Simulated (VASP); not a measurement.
Write the native input for VASP 6.6.1 that does the following.

```
Task                   : single point
Functional             : PBE
Potentials or basis    : VASP PAW PBE potentials, release 64 (Ga_d, H)
Cutoff                 : 520 eV
k mesh                 : 4 × 6 × 4
Occupations            : gaussian, width 0.1 eV
Spin                   : no spin polarisation
Dipole correction      : no
Further INCAR settings : ALGO = Normal; EDIFF = 1e-07; NBANDS = 62
```

The structure of Ga8H lies in POSCAR:

```
Ga8H
1.0
    2.8272006536     -8.1455602957     -0.0448092505
    1.4136003268      4.0727801479     -0.0224046252
   -0.3479821232      0.0000000000      6.6690049270
Ga H
8 1
Direct
    0.4328770321      0.1342459357      0.1250000000
    0.4328770321      0.1342459357      0.6250000000
    0.9328770321      0.1342459357      0.1250000000
    0.9328770321      0.1342459357      0.6250000000
    0.0671229679      0.8657540643      0.3750000000
    0.0671229679      0.8657540643      0.8750000000
    0.5671229679      0.8657540643      0.3750000000
    0.5671229679      0.8657540643      0.8750000000
    0.2083333333      0.5833333333      0.3750000000
```

The input as run:

INCAR

```
SYSTEM = Ga8H
ALGO     = Normal         ! electronic algorithm
EDIFF    = 1E-7           ! SCF threshold, eV
ENCUT    = 520            ! plane-wave cutoff, eV
GGA      = PE             ! functional
ISIF     = 2              ! what is computed and relaxed
ISMEAR   = 0              ! smearing method
LASPH    = .True.         ! aspherical terms in the spheres
LCHARG   = .True.         ! write CHGCAR
LELF     = .True.         ! ELF
LREAL    = .False.        ! projectors in reciprocal space
LVHAR    = .True.       
LWAVE    = .False.        ! write WAVECAR
NBANDS   = 62             ! bands
NELM     = 60             ! most SCF steps
PREC     = Accurate       ! precision mode
SIGMA    = 0.1            ! smearing width, eV
```

KPOINTS

```
k-points
0
Gamma
  4 6 4
  0 0 0
```

Potentials or basis: VASP PAW PBE potentials, release 64 (Ga_d, H).

Command:

```console
$ cat potpaw_PBE.64/Ga_d/POTCAR potpaw_PBE.64/H/POTCAR > POTCAR
$ mpirun -np 1 vasp_std > vasp.out
```

Results of the run:

- Pressure: 1.9 GPa
- Largest force: 0.189 eV/Å
- Band gap on the k mesh: zero (an odd number of electrons rules out a gap without spin polarisation)

Wall time 25 min on 1 thread of AMD EPYC 7R13, with other jobs on the host, peak memory 0.5 GiB.
